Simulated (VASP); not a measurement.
Set up this calculation in VASP 6.6.1, as the native input.

```
Task                   : single point
Functional             : PBE
Potentials or basis    : VASP PAW PBE potentials, release 64 (Ta_pv, N)
Cutoff                 : 520 eV
k mesh                 : 10 × 10 × 6
Occupations            : fermi-dirac, width 0.08 eV
Spin                   : no spin polarisation
Dipole correction      : no
Further INCAR settings : ALGO = Normal; EDIFF = 1e-06; NBANDS = 24
```

The structure of TaN (NiAs type) lies in POSCAR:

```
TaN
1.0
    2.9174576768      0.0000000000      0.0000000000
   -1.4587288384      2.5265924626      0.0000000000
    0.0000000000      0.0000000000      5.9152320295
Ta N
2 2
Direct
    0.0000000000      0.0000000000      0.0000000000
    0.0000000000      0.0000000000      0.5000000000
    0.3333333333      0.6666666667      0.2500000000
    0.6666666667      0.3333333333      0.7500000000
```

One way to write it, as run:

INCAR

```
SYSTEM = TaN
PREC = Accurate
ENCUT = 520
EDIFF = 1E-6
ISMEAR = -1
SIGMA = 0.08
LREAL = .FALSE.
LASPH = .TRUE.
NELM = 100
ALGO = Normal
ISIF = 2
LWAVE = .FALSE.
LCHARG = .FALSE.
GGA = PE
NBANDS = 24
```

KPOINTS

```
regular mesh
0
G
  10 10 6
  0 0 0
```

Potentials or basis: VASP PAW PBE potentials, release 64 (Ta_pv, N).

Launch:

```console
$ cat potpaw_PBE.64/Ta_pv/POTCAR potpaw_PBE.64/N/POTCAR > POTCAR
$ mpirun -np 1 vasp_std > vasp.out
```

It gave:

```
Pressure               : 0.6 GPa
Band gap on the k mesh : zero (band 16 reaches 8.80 eV, above the bottom of band 17 at 7.83 eV)
```

Caveat: spin-orbit coupling is left out, which moves the levels of the heavy elements.

It took 58 s on 1 thread of Intel Xeon 6975P-C, with other jobs on the host, peak memory 0.21 GiB.
